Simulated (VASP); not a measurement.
Wanted: the native input for a VASP 6.6.1 run.

| Property | Result |
| --- | --- |
| Task | electric field gradients |
| Functional | PBEsol |
| Potentials or basis | VASP PAW PBE potentials, release 64 (Ta_pv, N) |
| Cutoff | 520 eV |
| k mesh | 11 × 11 × 6 |
| Occupations | fermi-dirac, width 0.01 eV |
| Spin | no spin polarisation |
| Dipole correction | no |
| Further INCAR settings | ALGO = Normal; EDIFF = 1e-08; NBANDS = 24 |

The structure of TaN lies in POSCAR:

```
TaN
1.0
    3.0784819984      0.0000000000      0.0000000000
   -1.5392409992      2.6660436156      0.0000000000
    0.0000000000      0.0000000000      4.9180000000
Ta N
2 2
Direct
    0.0000000000      0.0000000000      0.0000000000
    0.0000000000      0.0000000000      0.5000000000
    0.3333333333      0.6666666667      0.2500000000
    0.6666666667      0.3333333333      0.7500000000
```

This cell differs from its parent crystal: equal xx and yy strain of +1 %.

One way to write it, as run:

INCAR

```
PREC = Accurate
ENCUT = 520
EDIFF = 1E-8
ISMEAR = -1
SIGMA = 0.01
LREAL = F
LASPH = T
NELM = 100
ALGO = Normal
ISIF = 2
LWAVE = F
LCHARG = F
GGA = PS
LEFG = T
NBANDS = 24
```

KPOINTS

```
Automatic mesh
0
Gamma
  11 11 6
```

Potentials or basis: VASP PAW PBE potentials, release 64 (Ta_pv, N).

Command:

```console
$ cat potpaw_PBE.64/Ta_pv/POTCAR potpaw_PBE.64/N/POTCAR > POTCAR
$ mpirun -np 1 vasp_std > vasp.out
```

It gave:

* Pressure: 41.0 GPa
* Band gap on the k mesh: zero (band 16 reaches 10.20 eV, above the bottom of band 17 at 7.58 eV)

Caveat: the cell differs from its parent crystal (equal xx and yy strain of +1 %); without QUAD_EFG the Cq values of the log hold for a quadrupole moment of 1 mb, not for the nuclei; the PAW data sets were made with another functional, which shifts forces and pressure a little; spin-orbit coupling is left out, which moves the levels of the heavy elements.

Wall time 25 s on 1 thread of Intel(R) Xeon(R) 6975P-C (Granite Rapids) (shared host), peak memory 0.19 GiB.
